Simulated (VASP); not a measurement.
# ZrS (Fm-3m) in VASP: notebook

Runs on ZrS. Level: PBEsol. Tasks: single point, relaxation of cell and atoms.

Program: VASP 6.6.1. These are calculated values, not measurements. Logs are shortened: lines on timing, memory, paths and dates and some standing lists are left out, and cuts for length are marked.

## 1. The cell of the first run

It takes space group Fm-3m (No. 225, cubic). Conventional cell: a = 5.167 Å, b = 5.167 Å, c = 5.167 Å, α = 90.00°, β = 90.00°, γ = 90.00°. Zr (site symmetry m-3m) has 6 S at 2.58 Å within 3.4 Å. Within 3.4 Å of S (site symmetry m-3m) lie 6 Zr at 2.58 Å.

## 2. Single point, PBEsol

Input file INCAR:

```
SYSTEM = ZrS
  PREC = Accurate
  ENCUT = 520
  EDIFF = 1E-6
  ISMEAR = 0
  SIGMA = 0.1
  LREAL = .FALSE.
  LASPH = .TRUE.
  NELM = 60
  ALGO = Normal
  ISIF = 2
  LWAVE = .FALSE.
  LCHARG = .TRUE.
  GGA = PS
  LELF = .TRUE.
  LVHAR = .TRUE.
  NBANDS = 16
```

Input file KPOINTS:

```
regular mesh
0
G
  14 14 14
  0 0 0
```

Input file POSCAR:

```
ZrS
1.0
    0.0000000000      2.5833766824      2.5833766824
    2.5833766824      0.0000000000      2.5833766824
    2.5833766824      2.5833766824      0.0000000000
Zr S
1 1
Direct
    0.0000000000      0.0000000000      0.0000000000
    0.5000000000      0.5000000000      0.5000000000
```

Potentials or basis: VASP PAW PBE potentials, release 64 (Zr_sv, S).

Run with:

```bash
cat potpaw_PBE.64/Zr_sv/POTCAR potpaw_PBE.64/S/POTCAR > POTCAR
mpirun -np 1 vasp_std > vasp.out
```

OUTCAR:

```text
SYSTEM = ZrS
   PREC = Accurate
   ENCUT = 520
   EDIFF = 1E-6
   ISMEAR = 0
   LREAL = .FALSE.
   LASPH = .TRUE.
   NELM = 60
   ISIF = 2
   GGA = PS

 ion  position               nearest neighbor table
   1  0.000  0.000  0.000-   2 2.58   2 2.58   2 2.58   2 2.58   2 2.58   2 2.58
   2  0.500  0.500  0.500-   1 2.58   1 2.58   1 2.58   1 2.58   1 2.58   1 2.58

  LATTYP: Found a face centered cubic cell.
 ALAT       =     5.1667533648

  Lattice vectors:

 A1 = (   0.0000000000,   2.5833766824,   2.5833766824)
 A2 = (   2.5833766824,   0.0000000000,   2.5833766824)
 A3 = (   2.5833766824,   2.5833766824,   0.0000000000)

Analysis of symmetry for initial positions (statically):
=====================================================================
 Subroutine PRICEL returns:
 Original cell was already a primitive cell.

 Routine SETGRP: Setting up the symmetry group for a
 face centered cubic supercell.

 Subroutine GETGRP returns: Found 48 space group operations
 (whereof 48 operations were pure point group operations)
 out of a pool of 48 trial point group operations.

The static configuration has the point symmetry O_h .

Analysis of symmetry for dynamics (positions and initial velocities):
=====================================================================
 Subroutine PRICEL returns:
 Original cell was already a primitive cell.

 Routine SETGRP: Setting up the symmetry group for a
 face centered cubic supercell.

 Subroutine GETGRP returns: Found 48 space group operations
 (whereof 48 operations were pure point group operations)
 out of a pool of 48 trial point group operations.

The dynamic configuration has the point symmetry O_h .

 Subroutine INISYM returns: Found 48 space group operations
 (whereof 48 operations are pure point group operations),
 and found     1 'primitive' translations

----------------------------------------------------------------------------------------

                                     Primitive cell

  volume of cell :      34.4821

  direct lattice vectors                    reciprocal lattice vectors
     0.000000000  2.583376682  2.583376682    -0.193545139  0.193545139  0.193545139
     2.583376682  0.000000000  2.583376682     0.193545139 -0.193545139  0.193545139
     2.583376682  2.583376682  0.000000000     0.193545139  0.193545139 -0.193545139

  length of vectors
     3.653446341  3.653446341  3.653446341     0.335230015  0.335230015  0.335230015

  position of ions in fractional coordinates (direct lattice)
     0.000000000  0.000000000  0.000000000
     0.500000000  0.500000000  0.500000000

  ion indices of the primitive-cell ions
   primitive index   ion index
                 1           1
                 2           2

----------------------------------------------------------------------------------------

 KPOINTS: regular mesh

Automatic generation of k-mesh.
 Grid dimensions read from file:
 generate k-points for:   14   14   14

 Generating k-lattice:

  Cartesian coordinates                     Fractional coordinates (reciprocal lattice)
    -0.013824653  0.013824653  0.013824653     0.071428571  0.000000000  0.000000000
     0.013824653 -0.013824653  0.013824653     0.000000000  0.071428571  0.000000000
     0.013824653  0.013824653 -0.013824653     0.000000000  0.000000000  0.071428571

  Length of vectors
     0.023945001  0.023945001  0.023945001

  Shift w.r.t. Gamma in fractional coordinates (k-lattice)
     0.000000000  0.000000000  0.000000000

 Subroutine IBZKPT returns following result:
 ===========================================

 Found    104 irreducible k-points:

 Following reciprocal coordinates:
            Coordinates               Weight
  0.000000  0.000000  0.000000      1.000000
  0.071429  0.000000  0.000000      8.000000
  0.142857  0.000000  0.000000      8.000000
  0.214286  0.000000  0.000000      8.000000
  0.285714  0.000000  0.000000      8.000000
  0.357143  0.000000  0.000000      8.000000
[... 16 lines left out ...]
  0.214286  0.142857  0.000000     24.000000
  0.285714  0.142857  0.000000     24.000000
 [... further k-points ...]
   k-points           NKPTS =    104   k-points in BZ     NKDIM =    104   number of bands    NBANDS=     16
   number of dos      NEDOS =    301   number of ions     NIONS =      2
   total plane-waves  NPLWV =  21952
   dimension x,y,z NGX =    28 NGY =   28 NGZ =   28
   dimension x,y,z NGXF=    56 NGYF=   56 NGZF=   56
   ions per type =               1   1
   NGX,Y,Z   is equivalent  to a cutoff of  12.74, 12.74, 12.74 a.u.
   NGXF,Y,Z  is equivalent  to a cutoff of  25.48, 25.48, 25.48 a.u.
 SYSTEM =  ZrS
   PREC   = accura    normal or accurate (medium, high low for compatibility)
   ISTART =      0    job   : 0-new  1-cont  2-samecut
   ICHARG =      2    charge: 1-file 2-atom 10-const
   ISPIN  =      1    spin polarized calculation?
   LNONCOLLINEAR =      F non collinear calculations
   LSORBIT =      F    spin-orbit coupling
   LASPH  =      T    aspherical Exc in radial PAW
   ENCUT  =  520.0 eV  38.22 Ry    6.18 a.u.   6.79  6.79  6.79*2*pi/ulx,y,z
   NELM   =     60;   NELMIN=  2; NELMDL= -5     # of ELM steps
   EDIFF  = 0.1E-05   stopping-criterion for ELM
   LREAL  =      F    real-space projection
[... 7 lines left out ...]
   TEBEG  =    0.0;   TEEND  =   0.0 temperature during run
   PSTRESS=    0.0 pullay stress
   NELECT =      18.0000    total number of electrons
   NUPDOWN=      -1.0000    fix difference up-down
   EMIN   =  10.00;   EMAX   =-10.00  energy-range for DOS
   EFERMI =   0.00;   METHOD = LEGACY
   ISMEAR =     0;   SIGMA  =   0.10  broadening in eV -4-tet -1-fermi 0-gaus
   EFERMI_NEDOS =   21; number of points for ismear=-14 and -15
   IALGO  =     38    algorithm
   IMIX   =      4    mixing-type and parameters
     AMIX     =   0.40;   BMIX     =  1.00
     AMIX_MAG =   1.60;   BMIX_MAG =  1.00
  volume/ion in A,a.u.               =      17.24       116.35
  Fermi-wavevector in a.u.,A,eV,Ry     =   1.318159  2.490960 23.640724  1.737544
  Thomas-Fermi vector in A             =   2.448149
   LORBIT       =      0    0 simple, 1 ext, 2 COOP (PROOUT), +10 PAW based schemes
   GGA     = PS    functional components
   LHFCALC =     F    Hartree Fock is set to
   AEXX    =    0.0000 exact exchange contribution
   IVDW    =     0    specifies the selected vdW correction
   LEPSILON=     F    determine dielectric tensor
   LRPA    =     F    only Hartree local field effects (RPA)
 non-spin polarized calculation
 Gauss-broadening in eV      SIGMA  =   0.10
  energy-cutoff  :      520.00
  volume of cell :       34.48
 maximum number of plane-waves:       944
   NGX = 13   NGY = 13   NGZ = 13

 number of electron      17.9999999 magnetization

 Free energy of the ion-electron system (eV)
  ---------------------------------------------------
  ext. energy  EPLUGINS =         0.00000000
  ---------------------------------------------------
  free energy    TOTEN  =       -16.51254308 eV

  energy without entropy =      -16.50530601  energy(sigma->0) =      -16.50892455

 E-fermi :  11.2134     XC(G=0): -11.6921

 val. band max:       11.2063009919   @ k =  -0.2857   0.0714   0.0000
 cond. band min:      11.2295718689   @ k =   0.2857   0.0000   0.0000
 fundamental gap:      0.0232708770
 Fermi energy:        11.2133669720

 k-point     1 :       0.0000    0.0000    0.0000
  band No.  band energies     occupation
      1     -38.5718      2.00000
      2     -16.5712      2.00000
      3     -16.5712      2.00000
      4     -16.5712      2.00000
      5      -4.8313      2.00000
      6       7.6866      2.00000
[... 8 lines left out ...]
     15      18.3388      0.00000
     16      24.0156      0.00000

 k-point     2 :       0.0714    0.0000    0.0000
  band No.  band energies     occupation
      1     -38.5701      2.00000
      2     -16.5935      2.00000
      3     -16.5730      2.00000
      4     -16.5730      2.00000
      5      -4.7587      2.00000
      6       7.2572      2.00000
[... 8 lines left out ...]
     15      18.5767      0.00000
     16      23.5194      0.00000

 k-point     3 :       0.1429    0.0000    0.0000
  band No.  band energies     occupation
      1     -38.5655      2.00000
      2     -16.6554      2.00000
      3     -16.5782      2.00000
      4     -16.5782      2.00000
      5      -4.5508      2.00000
      6       6.3537      2.00000
[... 8 lines left out ...]
     15      19.1673      0.00000
     16      22.5581      0.00000

 k-point     4 :       0.2143    0.0000    0.0000
  band No.  band energies     occupation
      1     -38.5588      2.00000
      2     -16.7430      2.00000
      3     -16.5856      2.00000
      4     -16.5856      2.00000
      5      -4.2353      2.00000
      6       5.3556      2.00000
[... 8 lines left out ...]
     15      19.5493      0.00000
     16      21.6904      0.00000

 k-point     5 :       0.2857    0.0000    0.0000
  band No.  band energies     occupation
      1     -38.5513      2.00000
      2     -16.8379      2.00000
      3     -16.5938      2.00000
      4     -16.5938      2.00000
      5      -3.8581      2.00000
      6       4.4225      2.00000
[... 8 lines left out ...]
     15      19.5741      0.00000
     16      20.3137      0.00000

 k-point     6 :       0.3571    0.0000    0.0000
  band No.  band energies     occupation
      1     -38.5445      2.00000
      2     -16.9213      2.00000
      3     -16.6012      2.00000
      4     -16.6012      2.00000
      5      -3.4839      2.00000
      6       3.6501      2.00000
[... 8 lines left out ...]
     15      18.9963      0.00000
     16      18.9963      0.00000
[... 267 lines left out ...]
 k-point    21 :      -0.0714    0.0714    0.0000
  band No.  band energies     occupation
      1     -38.5675      2.00000
      2     -16.6241      2.00000
      3     -16.5844      2.00000
      4     -16.5723      2.00000
      5      -4.6431      2.00000
      6       6.6329      2.00000
[... 8 lines left out ...]
     15      18.9391      0.00000
     16      22.6553      0.00000

 k-point    22 :       0.1429    0.1429    0.0000
  band No.  band energies     occupation
      1     -38.5634      2.00000
      2     -16.6496      2.00000
      3     -16.5960      2.00000
      4     -16.5960      2.00000
      5      -4.4896      2.00000
      6       5.6530      2.00000
[... 8 lines left out ...]
     15      19.5040      0.00000
     16      22.1036      0.00000

 k-point    23 :       0.2143    0.1429    0.0000
  band No.  band energies     occupation
      1     -38.5584      2.00000
      2     -16.7044      2.00000
      3     -16.6078      2.00000
      4     -16.6034      2.00000
      5      -4.2941      2.00000
      6       5.0909      2.00000
[... 8 lines left out ...]
     15      19.9939      0.00000
     16      21.2739      0.00000

 k-point    24 :       0.2857    0.1429    0.0000
  band No.  band energies     occupation
      1     -38.5519      2.00000
      2     -16.7807      2.00000
      3     -16.6184      2.00000
      4     -16.6114      2.00000
      5      -4.0238      2.00000
      6       4.5628      2.00000
[... 8 lines left out ...]
     15      19.6913      0.00000
     16      20.4232      0.00000

 [... further k-points ...]
[... 5 lines left out ...]
  --------------------------------------------------------------------------------------
  -------------------------------------------------------------------------------------
  Total        0.0391603      0.0391603      0.0391603      0.0000000     -0.0000000      0.0000000
  in kB        1.8195483      1.8195483      1.8195483      0.0000000     -0.0000000      0.0000000
  external PRESSURE =       1.8195483 kB  Pullay stress =       0.0000000 kB

 VOLUME and BASIS-vectors are now :
 -----------------------------------------------------------------------------
  energy-cutoff  :      520.00
  volume of cell :       34.48
      direct lattice vectors                 reciprocal lattice vectors
     0.000000000  2.583376682  2.583376682    -0.193545139  0.193545139  0.193545139
     2.583376682  0.000000000  2.583376682     0.193545139 -0.193545139  0.193545139
     2.583376682  2.583376682  0.000000000     0.193545139  0.193545139 -0.193545139

 POSITION                                       TOTAL-FORCE (eV/Angst)
 -----------------------------------------------------------------------------------
      0.00000      0.00000      0.00000         0.000000      0.000000     -0.000000
      2.58338      2.58338      2.58338         0.000000      0.000000      0.000000
 -----------------------------------------------------------------------------------
    total drift:                                0.000000      0.000000      0.000000

  FREE ENERGIE OF THE ION-ELECTRON SYSTEM (eV)
  ---------------------------------------------------
  free  energy   TOTEN  =       -16.5125430817 eV

  energy  without entropy=      -16.5053060093  energy(sigma->0) =      -16.50892455
```

It took 22 s on 1 thread of Intel Xeon 6975P-C (Granite Rapids), shared host; peak memory 0.19 GiB.

What came out:

| Item | Value |
| --- | --- |
| Free energy | -16.5125 eV |
| Pressure | 0.2 GPa |
| Band gap on the k mesh | zero (band 9 reaches 12.79 eV, above the bottom of band 10 at 9.74 eV) |

Caveat: the PAW data sets were made with another functional, which shifts forces and pressure a little.

## 3. Relaxation of cell and atoms, PBEsol

This run uses another cell than the first one, of 18.09 Å³/atom, 1.049 times its volume.

Input file INCAR:

```
PREC = Accurate ; ENCUT = 600
EDIFF = 1E-7 ; ISMEAR = 0
SIGMA = 0.1 ; LREAL = False
LASPH = True ; NELM = 60
ALGO = Normal ; ISIF = 3
LWAVE = False ; LCHARG = False
GGA = PS ; IBRION = 2
NSW = 100 ; EDIFFG = -0.005
```

Input file KPOINTS:

```
regular mesh
0
Gamma
  14 14 14
```

Input file POSCAR:

```
ZrS
1.0
    0.0000000000      2.6250000000      2.6250000000
    2.6250000000      0.0000000000      2.6250000000
    2.6250000000      2.6250000000      0.0000000000
Zr S
1 1
Direct
    0.0000000000      0.0000000000      0.0000000000
    0.5000000000      0.5000000000      0.5000000000
```

Potentials or basis: VASP PAW PBE potentials, release 64 (Zr_sv, S).

Run with:

```bash
cat potpaw_PBE.64/Zr_sv/POTCAR potpaw_PBE.64/S/POTCAR > POTCAR
mpirun -np 1 vasp_std > vasp.out
```

Wall time 1.7 min (1 thread of Intel Xeon 6975P-C (Granite Rapids), shared host); peak memory 0.22 GiB.

The run converged. Its results:

```
Free energy                            : -16.5134 eV
Relaxed volume                         : 17.27 Å³/atom
Relaxed cell                           : a = 3.656 Å, b = 3.656 Å, c = 3.656 Å, α = 60.00°, β = 60.00°, γ = 60.00°
Space group after relaxing (to 0.05 Å) : Fm-3m (No. 225)
Energy gained by relaxing              : 16.6 meV/atom
Ionic steps                            : 5
Pressure after relaxing                : 0.0 GPa
```

The path:
| step | energy change (eV) | largest force (eV/Å) | pressure (GPa) | volume (Å³) |
| --- | --- | --- | --- | --- |
| 1 | 0.0000 | 0.0000 | -6.21 | 36.18 |
| 2 | 0.0202 | 0.0000 | 9.49 | 32.63 |
| 3 | -0.0333 | 0.0000 | -0.08 | 34.55 |
| 4 | -0.0333 | 0.0000 | 0.05 | 34.52 |
| 5 | -0.0333 | 0.0000 | -0.04 | 34.54 |

Final structure:
```cif
data_structure
_symmetry_space_group_name_H-M 'P 1'
_symmetry_Int_Tables_number 1
_cell_length_a 3.6556
_cell_length_b 3.6556
_cell_length_c 3.6556
_cell_angle_alpha 60.000
_cell_angle_beta 60.000
_cell_angle_gamma 60.000
_cell_volume 34.54
loop_
_atom_site_label
_atom_site_type_symbol
_atom_site_fract_x
_atom_site_fract_y
_atom_site_fract_z
_atom_site_occupancy
Zr1 Zr 0.00000 0.00000 0.00000 1
S1 S 0.50000 0.50000 0.50000 1
```

Levels at points of the mesh, in eV from the Fermi level:
```tsv
k point	band 5	band 6	band 7	band 8	band 9	band 10	band 11	band 12	band 13
(0.00, 0.00, 0.00)	-16.04	-3.53	-3.53	-3.53	-1.47	-1.47	-1.47	-0.75	-0.75
(0.50, 0.00, 0.00)	-14.30	-8.27	-6.15	-6.15	1.57	1.57	1.91	1.93	5.92
(0.50, 0.50, 0.00)	-15.15	-6.34	-4.49	-4.49	-3.69	0.52	2.54	2.54	2.99
```

Caveat: the bands computed are all filled at some k points, so no gap is given; the PAW data sets were made with another functional, which shifts forces and pressure a little.
